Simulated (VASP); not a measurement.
Crystal: MoN2.

```xyz
6
Lattice="4.3481 0.0000 0.0000 0.0000 4.3481 0.0000 0.0000 0.0000 2.7675" Properties=species:S:1:pos:R:3 pbc="T T T"
Mo    2.1740    2.1740    0.0000
Mo    0.0000    0.0000    0.0000
N     3.8626    1.6886    1.3837
N     0.4854    2.6595    1.3837
N     1.6886    0.4854    1.3837
N     2.6595    3.8626    1.3837
```

```yaml
Program: VASP 6.6.1
Task: relaxation of cell and atoms
Functional: PBEsol
Potentials_or_basis: VASP PAW PBE potentials, release 64 (Mo_sv, N)
Cutoff: 600 eV
k_mesh: 6 × 6 × 8
Occupations: gaussian, width 0.1 eV
Spin: no spin polarisation
```

At the start: pressure -13.9 GPa; volume 8.72 Å³/atom.

How do energy, volume and symmetry change on relaxing?

Over 6 steps the energy falls by 16.7 meV/atom and the volume is 8.36 Å³/atom (-4.1 %); space group P4/mbm (No. 127, to 0.05 Å).

Step by step:
```csv
step,energy change (eV),largest force (eV/Å),pressure (GPa),volume (Å³)
1,0.0000,0.1423,-13.93,52.32
2,0.2147,0.6671,31.61,46.79
3,-0.0959,0.3517,-0.06,50.26
4,-0.0960,0.3553,0.26,50.21
5,-0.0894,0.5320,-0.10,50.07
6,-0.1000,0.0043,0.06,50.16
```

Final structure:
```
Mo N
1.0
     4.28921    0.00000    0.00000
     0.00000    4.28921    0.00000
     0.00000    0.00000    2.72652
Mo N
2 4
Direct
  0.50000 0.50000 0.00000
  0.00000 0.00000 0.00000
  0.88702 0.38702 0.50000
  0.11298 0.61298 0.50000
  0.38702 0.11298 0.50000
  0.61298 0.88702 0.50000
```

Caveat: the PAW data sets were made with another functional, which shifts forces and pressure a little; the relaxation stopped at a loose force limit of 0.05 eV/Å, so its end isn't a converged minimum.
